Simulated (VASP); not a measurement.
# As (R-3m) in VASP: notebook

The runs below take As through single point, with PBEsol, revPBE+D4, LDA, PBE.

Everything below comes from runs of VASP 6.6.1. Logs are shortened: lines on timing, memory, paths and dates and some standing lists are left out, and cuts for length are marked.

**1. The cell of the first run**

The structure is trigonal, space group R-3m (No. 166). Conventional cell: a = 3.811 Å, b = 3.811 Å, c = 10.681 Å, α = 90.00°, β = 90.00°, γ = 120.00°. As (site symmetry 3m) has 6 As at 2.54 to 3.18 Å within 3.4 Å.

**2. Single point, PBEsol**

The input, INCAR:

```
ALGO = Normal ; EDIFF = 1E-6
ENCUT = 600 ; GGA = PS
GGA_COMPAT = F ; ISIF = 2
ISMEAR = -1 ; LASPH = T
LCHARG = T ; LELF = T
LREAL = F ; LVHAR = T
LWAVE = F ; NBANDS = 22
NELM = 120 ; PREC = Accurate
SIGMA = 0.05
```

The input, KPOINTS:

```
k-points
0
Gamma
  9 9 9
```

The input, POSCAR:

```
As
1.0
    1.9055470646      1.1001681106      3.5603049553
   -1.9055470646      1.1001681106      3.5603049553
    0.0000000000     -2.2003362214      3.5603049553
As
2
Direct
    0.2260000000      0.2260000000      0.2260000000
    0.7740000000      0.7740000000      0.7740000000
```

Potentials or basis: VASP PAW PBE potentials, release 64 (As_d).

Command:

```sh
> cat potpaw_PBE.64/As_d/POTCAR > POTCAR
> mpirun -np 1 vasp_std > vasp.out
```

OUTCAR:

```text
EDIFF = 1E-6
   ENCUT = 600
   GGA = PS
   ISIF = 2
   ISMEAR = -1
   LASPH = T
   LREAL = F
   NELM = 120
   PREC = Accurate

 ion  position               nearest neighbor table
   1  0.226  0.226  0.226-   2 2.54   2 2.54   2 2.54
   2  0.774  0.774  0.774-   1 2.54   1 2.54   1 2.54

  LATTYP: Found a trigonal (rhomboedric) cell.
 ALAT       =     4.1853614971
 COS(alpha) =     0.5854247172

  Lattice vectors:

 A1 = (   1.9055470646,   1.1001681106,   3.5603049553)
 A2 = (  -1.9055470646,   1.1001681106,   3.5603049553)
 A3 = (   0.0000000000,  -2.2003362214,   3.5603049553)

Analysis of symmetry for initial positions (statically):
=====================================================================
 Subroutine PRICEL returns:
 Original cell was already a primitive cell.

 Routine SETGRP: Setting up the symmetry group for a
 trigonal (rhombohedral) supercell.

 Subroutine GETGRP returns: Found 12 space group operations
 (whereof 12 operations were pure point group operations)
 out of a pool of 12 trial point group operations.

The static configuration has the point symmetry D_3d.

Analysis of symmetry for dynamics (positions and initial velocities):
=====================================================================
 Subroutine PRICEL returns:
 Original cell was already a primitive cell.

 Routine SETGRP: Setting up the symmetry group for a
 trigonal (rhombohedral) supercell.

 Subroutine GETGRP returns: Found 12 space group operations
 (whereof 12 operations were pure point group operations)
 out of a pool of 12 trial point group operations.

The dynamic configuration has the point symmetry D_3d.

 Subroutine INISYM returns: Found 12 space group operations
 (whereof 12 operations are pure point group operations),
 and found     1 'primitive' translations

----------------------------------------------------------------------------------------

                                     Primitive cell

  volume of cell :      44.7834

  direct lattice vectors                    reciprocal lattice vectors
     1.905547065  1.100168111  3.560304955     0.262391840  0.151491999  0.093624939
    -1.905547065  1.100168111  3.560304955    -0.262391840  0.151491999  0.093624939
     0.000000000 -2.200336221  3.560304955     0.000000000 -0.302983999  0.093624939

  length of vectors
     4.185361497  4.185361497  4.185361497     0.317119745  0.317119745  0.317119745

  position of ions in fractional coordinates (direct lattice)
     0.226000000  0.226000000  0.226000000
     0.774000000  0.774000000  0.774000000

  ion indices of the primitive-cell ions
   primitive index   ion index
                 1           1
                 2           2

----------------------------------------------------------------------------------------

 KPOINTS: k-points

Automatic generation of k-mesh.
 Grid dimensions read from file:
 generate k-points for:    9    9    9

 Generating k-lattice:

  Cartesian coordinates                     Fractional coordinates (reciprocal lattice)
     0.029154649  0.016832444  0.010402771     0.111111111  0.000000000  0.000000000
    -0.029154649  0.016832444  0.010402771     0.000000000  0.111111111  0.000000000
     0.000000000 -0.033664889  0.010402771     0.000000000  0.000000000  0.111111111

  Length of vectors
     0.035235527  0.035235527  0.035235527

  Shift w.r.t. Gamma in fractional coordinates (k-lattice)
     0.000000000  0.000000000  0.000000000

 Subroutine IBZKPT returns following result:
 ===========================================

 Found     85 irreducible k-points:

 Following reciprocal coordinates:
            Coordinates               Weight
  0.000000  0.000000  0.000000      1.000000
  0.111111 -0.000000 -0.000000      6.000000
  0.222222 -0.000000  0.000000      6.000000
  0.333333  0.000000  0.000000      6.000000
  0.444444 -0.000000  0.000000      6.000000
  0.111111  0.111111 -0.000000      6.000000
[... 16 lines left out ...]
 -0.333333  0.333333  0.000000      6.000000
  0.444444  0.444444  0.000000      6.000000
 [... further k-points ...]
   k-points           NKPTS =     85   k-points in BZ     NKDIM =     85   number of bands    NBANDS=     22
   number of dos      NEDOS =    301   number of ions     NIONS =      2
   total plane-waves  NPLWV =  46656
   dimension x,y,z NGX =    36 NGY =   36 NGZ =   36
   dimension x,y,z NGXF=    72 NGYF=   72 NGZF=   72
   ions per type =               2
   NGX,Y,Z   is equivalent  to a cutoff of  14.30, 14.30, 14.30 a.u.
   NGXF,Y,Z  is equivalent  to a cutoff of  28.60, 28.60, 28.60 a.u.
 SYSTEM =  unknown system
   PREC   = accura    normal or accurate (medium, high low for compatibility)
   ISTART =      0    job   : 0-new  1-cont  2-samecut
   ICHARG =      2    charge: 1-file 2-atom 10-const
   ISPIN  =      1    spin polarized calculation?
   LNONCOLLINEAR =      F non collinear calculations
   LSORBIT =      F    spin-orbit coupling
   LASPH  =      T    aspherical Exc in radial PAW
   ENCUT  =  600.0 eV  44.10 Ry    6.64 a.u.   8.36  8.36  8.36*2*pi/ulx,y,z
   NELM   =    120;   NELMIN=  2; NELMDL= -5     # of ELM steps
   EDIFF  = 0.1E-05   stopping-criterion for ELM
   LREAL  =      F    real-space projection
   EDIFFG = 0.1E-04   stopping-criterion for IOM
   NSW    =      0    number of steps for IOM
   IBRION =     -1    ionic relax: 0-MD 1-quasi-New 2-CG
   NFREE  =      0    steps in history (QN), initial steepest desc. (CG)
   ISIF   =      2    stress and relaxation
   ISYM   =      2    0-nonsym 1-usesym 2-fastsym
   POTIM  = 0.5000    time-step for ionic-motion
   TEBEG  =    0.0;   TEEND  =   0.0 temperature during run
   PSTRESS=    0.0 pullay stress
   NELECT =      30.0000    total number of electrons
   NUPDOWN=      -1.0000    fix difference up-down
   EMIN   =  10.00;   EMAX   =-10.00  energy-range for DOS
   EFERMI =   0.00;   METHOD = LEGACY
   ISMEAR =    -1;   SIGMA  =   0.05  broadening in eV -4-tet -1-fermi 0-gaus
   EFERMI_NEDOS =   21; number of points for ismear=-14 and -15
   IALGO  =     38    algorithm
   IMIX   =      4    mixing-type and parameters
     AMIX     =   0.40;   BMIX     =  1.00
     AMIX_MAG =   1.60;   BMIX_MAG =  1.00
  volume/ion in A,a.u.               =      22.39       151.11
  Fermi-wavevector in a.u.,A,eV,Ry     =   1.432439  2.706918 27.917549  2.051882
  Thomas-Fermi vector in A             =   2.552067
   LORBIT       =      0    0 simple, 1 ext, 2 COOP (PROOUT), +10 PAW based schemes
   GGA     = PS    functional components
   LHFCALC =     F    Hartree Fock is set to
   AEXX    =    0.0000 exact exchange contribution
   IVDW    =     0    specifies the selected vdW correction
   LEPSILON=     F    determine dielectric tensor
   LRPA    =     F    only Hartree local field effects (RPA)
 non-spin polarized calculation
  energy-cutoff  :      600.00
  volume of cell :       44.78
 maximum number of plane-waves:      1533
 NGX is ok and might be reduce to    36
   NGX = 17   NGY = 17   NGZ = 17

 number of electron      30.0000003 magnetization

 Free energy of the ion-electron system (eV)
  ---------------------------------------------------
  ext. energy  EPLUGINS =         0.00000000
  ---------------------------------------------------
  free energy    TOTEN  =       -10.22867560 eV

  energy without entropy =      -10.22722163  energy(sigma->0) =      -10.22794861

 E-fermi :   3.2423     XC(G=0): -10.6526

 val. band max:        3.1736696940   @ k =   0.4444  -0.0000   0.0000
 cond. band min:       3.2748184363   @ k =   0.4444   0.3333   0.3333
 fundamental gap:      0.1011487422
 Fermi energy:         3.2422828428

 k-point     1 :       0.0000    0.0000    0.0000
  band No.  band energies     occupation
      1     -32.8629      2.00000
      2     -32.8629      2.00000
      3     -32.8220      2.00000
      4     -32.8220      2.00000
      5     -32.7909      2.00000
      6     -32.7592      2.00000
[... 14 lines left out ...]
     21      10.6119      0.00000
     22      11.9302      0.00000

 k-point     2 :       0.1111   -0.0000   -0.0000
  band No.  band energies     occupation
      1     -32.8618      2.00000
      2     -32.8597      2.00000
      3     -32.8208      2.00000
      4     -32.8196      2.00000
      5     -32.7902      2.00000
      6     -32.7608      2.00000
[... 14 lines left out ...]
     21      10.0724      0.00000
     22      12.7855      0.00000

 k-point     3 :       0.2222   -0.0000    0.0000
  band No.  band energies     occupation
      1     -32.8590      2.00000
      2     -32.8507      2.00000
      3     -32.8176      2.00000
      4     -32.8129      2.00000
      5     -32.7882      2.00000
      6     -32.7654      2.00000
[... 14 lines left out ...]
     21      10.6965      0.00000
     22      14.6212      0.00000

 k-point     4 :       0.3333    0.0000    0.0000
  band No.  band energies     occupation
      1     -32.8554      2.00000
      2     -32.8380      2.00000
      3     -32.8132      2.00000
      4     -32.8034      2.00000
      5     -32.7852      2.00000
      6     -32.7723      2.00000
[... 14 lines left out ...]
     21      12.2331      0.00000
     22      15.2738      0.00000

 k-point     5 :       0.4444   -0.0000    0.0000
  band No.  band energies     occupation
      1     -32.8528      2.00000
      2     -32.8275      2.00000
      3     -32.8071      2.00000
      4     -32.7935      2.00000
      5     -32.7851      2.00000
      6     -32.7804      2.00000
[... 417 lines left out ...]
 k-point    22 :      -0.4444    0.3333   -0.0000
  band No.  band energies     occupation
      1     -32.8596      2.00000
      2     -32.8175      2.00000
      3     -32.8047      2.00000
      4     -32.7976      2.00000
      5     -32.7883      2.00000
      6     -32.7830      2.00000
[... 14 lines left out ...]
     21      14.3057      0.00000
     22      16.1017      0.00000

 k-point    23 :      -0.3333    0.3333    0.0000
  band No.  band energies     occupation
      1     -32.8587      2.00000
      2     -32.8047      2.00000
      3     -32.8005      2.00000
      4     -32.7985      2.00000
      5     -32.7967      2.00000
      6     -32.7915      2.00000
[... 14 lines left out ...]
     21      13.3495      0.00000
     22      15.7555      0.00000

 k-point    24 :       0.4444    0.4444    0.0000
  band No.  band energies     occupation
      1     -32.8613      2.00000
      2     -32.8290      2.00000
      3     -32.8080      2.00000
      4     -32.7927      2.00000
      5     -32.7827      2.00000
      6     -32.7809      2.00000
[... 14 lines left out ...]
     21      14.4303      0.00000
     22      15.7738      0.00000

 [... further k-points ...]
[... 5 lines left out ...]
  --------------------------------------------------------------------------------------
  -------------------------------------------------------------------------------------
  Total       -0.7283709     -0.7283709     -0.6340934      0.0000000      0.0000000      0.0000000
  in kB      -26.0582935    -26.0582935    -22.6854091      0.0000000      0.0000000      0.0000000
  external PRESSURE =     -24.9339987 kB  Pullay stress =       0.0000000 kB

 VOLUME and BASIS-vectors are now :
 -----------------------------------------------------------------------------
  energy-cutoff  :      600.00
  volume of cell :       44.78
      direct lattice vectors                 reciprocal lattice vectors
     1.905547065  1.100168111  3.560304955     0.262391840  0.151491999  0.093624939
    -1.905547065  1.100168111  3.560304955    -0.262391840  0.151491999  0.093624939
     0.000000000 -2.200336221  3.560304955     0.000000000 -0.302983999  0.093624939

 POSITION                                       TOTAL-FORCE (eV/Angst)
 -----------------------------------------------------------------------------------
      0.00000     -0.00000      2.41389         0.000000     -0.000000      0.123964
      0.00000     -0.00000      8.26703         0.000000      0.000000     -0.123964
 -----------------------------------------------------------------------------------
    total drift:                               -0.000000      0.000000     -0.000000

  FREE ENERGIE OF THE ION-ELECTRON SYSTEM (eV)
  ---------------------------------------------------
  free  energy   TOTEN  =       -10.2286755953 eV

  energy  without entropy=      -10.2272216255  energy(sigma->0) =      -10.22794861
```

Run time: 1.9 min. Hardware: 1 thread of AMD EPYC 7R43 (Zen 3), shared host; peak memory 0.21 GiB.

What came out:

```
Free energy            : -10.2287 eV
Pressure               : -2.5 GPa
Largest force          : 0.124 eV/Å
Band gap on the k mesh : zero (band 15 reaches 3.27 eV, above the bottom of band 16 at 3.17 eV)
```

Forces in eV/Å, atoms in the order of the input:
```
As   0.000  0.000  0.124
As   0.000  0.000 -0.124
```

Stress tensor (GPa, compression positive):
```
-2.61  0.00  0.00
 0.00 -2.61  0.00
 0.00  0.00 -2.27
```

Caveat: the PAW data sets were made with another functional, which shifts forces and pressure a little.

[end of part 1 of 3]
